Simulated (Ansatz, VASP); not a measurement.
RbZn4S3: VASP beside Ansatz

Contents of POSCAR:

```
RbZn4S3
1.0
    4.1784300000      0.0000000000      0.0000000000
    0.0000000000      4.1784300000      0.0000000000
    0.0000000000      0.0000000000     10.5681460000
Rb S Zn
1 3 4
Direct
    0.0000000000      0.0000000000      0.5000000000
    0.5000000000      0.5000000000      0.2777100000
    0.5000000000      0.5000000000      0.7222900000
    0.0000000000      0.0000000000      0.0000000000
    0.0000000000      0.5000000000      0.1533900000
    0.5000000000      0.0000000000      0.1533900000
    0.0000000000      0.5000000000      0.8466100000
    0.5000000000      0.0000000000      0.8466100000
```

INCAR.step1

```
PREC = Accurate ; ENCUT = 520
ISMEAR = -5 ; SIGMA = 0.1
LREAL = F ; LASPH = T
NELM = 100 ; NBANDS = 48
GGA = PE ; ALGO = Normal
EDIFF = 1E-4 ; LWAVE = T
LCHARG = F
```

File INCAR.step2:

```
PREC = Accurate ; ENCUT = 520
EDIFF = 1E-7 ; ISMEAR = -5
SIGMA = 0.1 ; LREAL = F
LASPH = T ; NELM = 100
ALGO = Normal ; ISIF = 2
LWAVE = F ; LCHARG = F
METAGGA = R2SCAN ; LMIXTAU = T
NBANDS = 48 ; ISTART = 1
```

The input KPOINTS:

```
Automatic mesh
0
Gamma
  4 4 2
```

Input for Ansatz:

```yaml
crystal:
  lattice:
    - [4.17843, 0.0, 0.0]
    - [0.0, 4.17843, 0.0]
    - [0.0, 0.0, 10.568146]
  atoms:
    - { symbol: Rb, position: [0.0, 0.0, 0.5] }
    - { symbol: S, position: [0.5, 0.5, 0.27771] }
    - { symbol: S, position: [0.5, 0.5, 0.72229] }
    - { symbol: S, position: [0.0, 0.0, 0.0] }
    - { symbol: Zn, position: [0.0, 0.5, 0.15339] }
    - { symbol: Zn, position: [0.5, 0.0, 0.15339] }
    - { symbol: Zn, position: [0.0, 0.5, 0.84661] }
    - { symbol: Zn, position: [0.5, 0.0, 0.84661] }
  symmetry: { tolerance: 0.0003 }
kpoints:
  mp_grid: { grid: [4, 4, 2], shift: [0, 0, 0] }
magnetization:
  spin_polarized: false
scf:
  occupations: { method: tetrahedron }
hamiltonian:
  pseudopotentials: { kind: paw }
  xc: r2scan
basis:
  ecutwfc: 500
output:
  forces: true
  stress: true
  eigenvalues: true
```

Alike in both runs: task single point; functional r2SCAN; k mesh 4 × 4 × 2; occupations tetrahedron; no spin polarisation.

```csv
,VASP,Ansatz
version,VASP 6.6.1,Ansatz 0.2.0
potentials or method,"VASP PAW PBE potentials, release 64 (Rb_sv, S, Zn), cutoff 520 eV",PAW plane waves
valence electrons in the cell,75,75
```

```csv
,VASP,Ansatz,Ansatz less VASP
gap on the k mesh at the Fermi level (eV),none,none,-
pressure (GPa),0.0,-0.1,-0.09
"traceless stress, the component that is largest in VASP (GPa)",-1.58,-1.56,+0.024
rms of the force components (eV/Å),0.108,0.104,-0.0034
```

VASP's potentials were made for PBE, not for r2SCAN. Atom by atom the forces differ by 0.004 eV/Å (rms over components). A gap of «none» marks a metal or a gap that the smearing closes. The functional is the same, so the differences come from potentials, cutoffs and numerics. Ansatz's warnings: band table not solved further, tetrahedron derivatives may miss energy slope.

The k mesh is coarse, so the values compare programs but aren't converged.
